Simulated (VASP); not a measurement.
# ZnSe (P4/nmm) in VASP: further runs, part 2 of 2

VASP 6.6.1.

### Step 5. Single point, PBEsol

This run uses another cell than the first one, of 27.19 Å³/atom.

Contents of INCAR:

```
SYSTEM = ZnSe
PREC = Accurate ; ENCUT = 520
EDIFF = 1E-6 ; ISMEAR = 0
SIGMA = 0.05 ; LREAL = .False.
LASPH = .True. ; NELM = 80
ALGO = Normal ; ISIF = 2
LWAVE = .False. ; LCHARG = .False.
GGA = PS ; NBANDS = 26
```

Contents of KPOINTS:

```
regular mesh
0
Gamma
  8 8 6
  0 0 0
```

Contents of POSCAR:

```
ZnSe
1.0
    4.3079000000      0.0000000000      0.0000000000
    0.0000000000      4.3079000000      0.0000000000
    0.0000000000      0.0000000000      5.8604000000
Zn Se
2 2
Direct
    0.0000000000      0.0000000000      0.0000000000
    0.5000000000      0.5000000000      0.0000000000
    0.0000000000      0.5000000000      0.2681677050
    0.5000000000      0.0000000000      0.7318322950
```

Potentials or basis: VASP PAW PBE potentials, release 64 (Zn, Se).

Started as:

```sh
$ cat potpaw_PBE.64/Zn/POTCAR potpaw_PBE.64/Se/POTCAR > POTCAR
$ mpirun -np 1 vasp_std > vasp.out
```

OUTCAR:

```text
SYSTEM = ZnSe
   PREC = Accurate
   ENCUT = 520
   EDIFF = 1E-6
   ISMEAR = 0
   LREAL = .False.
   LASPH = .True.
   NELM = 80
   ISIF = 2
   GGA = PS

 ion  position               nearest neighbor table
   1  0.000  0.000  0.000-   3 2.67   4 2.67   3 2.67   4 2.67   2 3.05   2 3.05   2 3.05   2 3.05

   2  0.500  0.500  0.000-   3 2.67   4 2.67   4 2.67   3 2.67   1 3.05   1 3.05   1 3.05   1 3.05

   3  0.000  0.500  0.268-   1 2.67   2 2.67   1 2.67   2 2.67
   4  0.500  0.000  0.732-   1 2.67   2 2.67   2 2.67   1 2.67

  LATTYP: Found a simple tetragonal cell.
 ALAT       =     4.3079000000
 C/A-ratio  =     1.3603844100

  Lattice vectors:

 A1 = (   4.3079000000,   0.0000000000,   0.0000000000)
 A2 = (   0.0000000000,   4.3079000000,   0.0000000000)
 A3 = (   0.0000000000,   0.0000000000,   5.8604000000)

Analysis of symmetry for initial positions (statically):
=====================================================================
 Subroutine PRICEL returns:
 Original cell was already a primitive cell.

 Routine SETGRP: Setting up the symmetry group for a
 simple tetragonal supercell.

 Subroutine GETGRP returns: Found 16 space group operations
 (whereof  8 operations were pure point group operations)
 out of a pool of 16 trial point group operations.

The static configuration has the point symmetry D_2d.
 The point group associated with its full space group is D_4h.

Analysis of symmetry for dynamics (positions and initial velocities):
=====================================================================
 Subroutine PRICEL returns:
 Original cell was already a primitive cell.

 Routine SETGRP: Setting up the symmetry group for a
 simple tetragonal supercell.

 Subroutine GETGRP returns: Found 16 space group operations
 (whereof  8 operations were pure point group operations)
 out of a pool of 16 trial point group operations.

The dynamic configuration has the point symmetry D_2d.
 The point group associated with its full space group is D_4h.

 Subroutine INISYM returns: Found 16 space group operations
 (whereof  8 operations are pure point group operations),
 and found     1 'primitive' translations

----------------------------------------------------------------------------------------

                                     Primitive cell

  volume of cell :     108.7573

  direct lattice vectors                    reciprocal lattice vectors
     4.307900000  0.000000000  0.000000000     0.232131665  0.000000000  0.000000000
     0.000000000  4.307900000  0.000000000     0.000000000  0.232131665  0.000000000
     0.000000000  0.000000000  5.860400000     0.000000000  0.000000000  0.170636817

  length of vectors
     4.307900000  4.307900000  5.860400000     0.232131665  0.232131665  0.170636817

  position of ions in fractional coordinates (direct lattice)
     0.000000000  0.000000000  0.000000000
     0.500000000  0.500000000  0.000000000
     0.000000000  0.500000000  0.268167705
     0.500000000  0.000000000  0.731832295

  ion indices of the primitive-cell ions
   primitive index   ion index
                 1           1
                 2           2
                 3           3
                 4           4

----------------------------------------------------------------------------------------

 KPOINTS: regular mesh
[... 24 lines left out ...]
            Coordinates               Weight
  0.000000  0.000000  0.000000      1.000000
  0.125000  0.000000  0.000000      4.000000
  0.250000  0.000000  0.000000      4.000000
  0.375000  0.000000  0.000000      4.000000
  0.500000  0.000000  0.000000      2.000000
  0.125000  0.125000  0.000000      4.000000
[... 16 lines left out ...]
  0.375000  0.125000  0.166667     16.000000
  0.500000  0.125000  0.166667      8.000000
 [... further k-points ...]
   k-points           NKPTS =     60   k-points in BZ     NKDIM =     60   number of bands    NBANDS=     26
   number of dos      NEDOS =    301   number of ions     NIONS =      4
   total plane-waves  NPLWV =  49152
   dimension x,y,z NGX =    32 NGY =   32 NGZ =   48
   dimension x,y,z NGXF=    64 NGYF=   64 NGZF=   96
   ions per type =               2   2
   NGX,Y,Z   is equivalent  to a cutoff of  12.35, 12.35, 13.62 a.u.
   NGXF,Y,Z  is equivalent  to a cutoff of  24.70, 24.70, 27.23 a.u.
 SYSTEM =  ZnSe
   PREC   = accura    normal or accurate (medium, high low for compatibility)
   ISTART =      0    job   : 0-new  1-cont  2-samecut
   ICHARG =      2    charge: 1-file 2-atom 10-const
   ISPIN  =      1    spin polarized calculation?
   LNONCOLLINEAR =      F non collinear calculations
   LSORBIT =      F    spin-orbit coupling
   LASPH  =      T    aspherical Exc in radial PAW
   ENCUT  =  520.0 eV  38.22 Ry    6.18 a.u.   8.01  8.01 10.90*2*pi/ulx,y,z
   NELM   =     80;   NELMIN=  2; NELMDL= -5     # of ELM steps
   EDIFF  = 0.1E-05   stopping-criterion for ELM
   LREAL  =      F    real-space projection
   EDIFFG = 0.1E-04   stopping-criterion for IOM
   NSW    =      0    number of steps for IOM
   IBRION =     -1    ionic relax: 0-MD 1-quasi-New 2-CG
   NFREE  =      0    steps in history (QN), initial steepest desc. (CG)
   ISIF   =      2    stress and relaxation
   ISYM   =      2    0-nonsym 1-usesym 2-fastsym
   POTIM  = 0.5000    time-step for ionic-motion
   TEBEG  =    0.0;   TEEND  =   0.0 temperature during run
   PSTRESS=    0.0 pullay stress
   NELECT =      36.0000    total number of electrons
   NUPDOWN=      -1.0000    fix difference up-down
   EMIN   =  10.00;   EMAX   =-10.00  energy-range for DOS
   EFERMI =   0.00;   METHOD = LEGACY
   ISMEAR =     0;   SIGMA  =   0.05  broadening in eV -4-tet -1-fermi 0-gaus
   EFERMI_NEDOS =   21; number of points for ismear=-14 and -15
   IALGO  =     38    algorithm
   IMIX   =      4    mixing-type and parameters
     AMIX     =   0.40;   BMIX     =  1.00
     AMIX_MAG =   1.60;   BMIX_MAG =  1.00
  volume/ion in A,a.u.               =      27.19       183.48
  Fermi-wavevector in a.u.,A,eV,Ry     =   1.132460  2.140039 17.449002  1.282465
  Thomas-Fermi vector in A             =   2.269161
   LORBIT       =      0    0 simple, 1 ext, 2 COOP (PROOUT), +10 PAW based schemes
   GGA     = PS    functional components
   LHFCALC =     F    Hartree Fock is set to
   AEXX    =    0.0000 exact exchange contribution
   IVDW    =     0    specifies the selected vdW correction
   LEPSILON=     F    determine dielectric tensor
   LRPA    =     F    only Hartree local field effects (RPA)
 non-spin polarized calculation
 Gauss-broadening in eV      SIGMA  =   0.05
  energy-cutoff  :      520.00
  volume of cell :      108.76
 maximum number of plane-waves:      2968
   NGX = 17   NGY = 17   NGZ = 21

 number of electron      36.0000042 magnetization

 Free energy of the ion-electron system (eV)
  ---------------------------------------------------
  ext. energy  EPLUGINS =         0.00000000
  ---------------------------------------------------
  free energy    TOTEN  =       -12.34467439 eV

  energy without entropy =      -12.34467439  energy(sigma->0) =      -12.34467439

 E-fermi :   0.4182     XC(G=0):  -8.7211

 val. band max:        0.1431405663   @ k =   0.0000   0.0000   0.0000
 cond. band min:       1.5590438847   @ k =   0.0000   0.0000   0.0000
 fundamental gap:      1.4159033184
 Fermi energy:         0.4182303038

 k-point     1 :       0.0000    0.0000    0.0000
  band No.  band energies     occupation
      1     -12.1875      2.00000
      2     -11.4163      2.00000
      3      -6.2663      2.00000
      4      -6.2449      2.00000
      5      -6.1805      2.00000
      6      -6.1805      2.00000
[... 685 lines left out ...]
     25       8.5315      0.00000
     26       8.5315      0.00000

 [... further k-points ...]

------------------------ aborting loop because EDIFF is reached ----------------------------------------

  FORCE on cell =-STRESS in cart. coord.  units (eV):
  Direction    XX          YY          ZZ          XY          YZ          ZX
  --------------------------------------------------------------------------------------
  -------------------------------------------------------------------------------------
  Total       -5.5264338     -5.5264338     -4.9362822      0.0000000      0.0000000     -0.0000000
  in kB      -81.4136210    -81.4136210    -72.7196994      0.0000000      0.0000000     -0.0000000
  external PRESSURE =     -78.5156471 kB  Pullay stress =       0.0000000 kB

 VOLUME and BASIS-vectors are now :
 -----------------------------------------------------------------------------
  energy-cutoff  :      520.00
  volume of cell :      108.76
      direct lattice vectors                 reciprocal lattice vectors
     4.307900000  0.000000000  0.000000000     0.232131665  0.000000000  0.000000000
     0.000000000  4.307900000  0.000000000     0.000000000  0.232131665  0.000000000
     0.000000000  0.000000000  5.860400000     0.000000000  0.000000000  0.170636817

 POSITION                                       TOTAL-FORCE (eV/Angst)
 -----------------------------------------------------------------------------------
      0.00000      0.00000      0.00000         0.000000     -0.000000      0.000000
      2.15395      2.15395      0.00000        -0.000000      0.000000      0.000000
      0.00000      2.15395      1.57157         0.000000      0.000000     -1.426530
      2.15395      0.00000      4.28883         0.000000     -0.000000      1.426530
 -----------------------------------------------------------------------------------
    total drift:                                0.000000     -0.000000     -0.000000

  FREE ENERGIE OF THE ION-ELECTRON SYSTEM (eV)
  ---------------------------------------------------
  free  energy   TOTEN  =       -12.3446743906 eV

  energy  without entropy=      -12.3446743906  energy(sigma->0) =      -12.34467439
```

stdout:

```text
POSCAR found type information on POSCAR ZnSe
 POSCAR found :  2 types and       4 ions
 scaLAPACK will be used
 -----------------------------------------------------------------------------
|                                                                             |
|                                                                             |
|     You enforced a specific xc type in the INCAR file but a different       |
|     I HOPE YOU KNOW WHAT YOU ARE DOING!                                     |
|                                                                             |
 -----------------------------------------------------------------------------

 LDA part: xc-table for (Slater+PW92), standard interpolation
 POSCAR, INCAR and KPOINTS ok, starting setup
 FFT: planning ... GRIDC
 FFT: planning ... GRID_SOFT
 FFT: planning ... GRID
 WAVECAR not read
 entering main loop
```

Run time: 98 s. Hardware: 1 thread of AMD EPYC 9R14 (Zen 4), shared host; peak memory 0.27 GiB.

Results:

- Free energy: -12.3447 eV
- Pressure: -7.9 GPa
- Largest force: 1.427 eV/Å
- Band gap on the k mesh: 1.42 eV

Forces on the atoms (eV/Å):
```
Zn   0.000  0.000  0.000
Zn   0.000  0.000  0.000
Se   0.000  0.000 -1.427
Se   0.000  0.000  1.427
```

Caveat: the cell stands under tension; the PAW data sets were made with another functional, which shifts forces and pressure a little.

### Step 6. Summary

```csv
cell,gap on the mesh (eV),pressure (GPa),largest force (eV/Å)
"a = 4.167, b = 4.167, c = 5.860 Å, 4 atoms",1.49,-5.9,1.14
"a = 4.308, b = 4.308, c = 5.529 Å, 4 atoms",1.18,-6.4,0.87
"a = 4.167, b = 4.167, c = 6.192 Å, 4 atoms",1.36,-7.5,1.74
"a = 4.308, b = 4.308, c = 5.860 Å, 4 atoms",1.42,-7.9,1.43
```

Alike in all rows: task single point; level PBEsol; potentials or basis VASP PAW PBE potentials, release 64 (Zn, Se); no spin polarisation; k mesh 8 × 8 × 6; cutoff (eV) 520; smearing gaussian 0.05 eV.

Caveats: the cell stands under tension; the PAW data sets were made with another functional, which shifts forces and pressure a little.

Absolute energies hang on the potentials; compare differences alone.
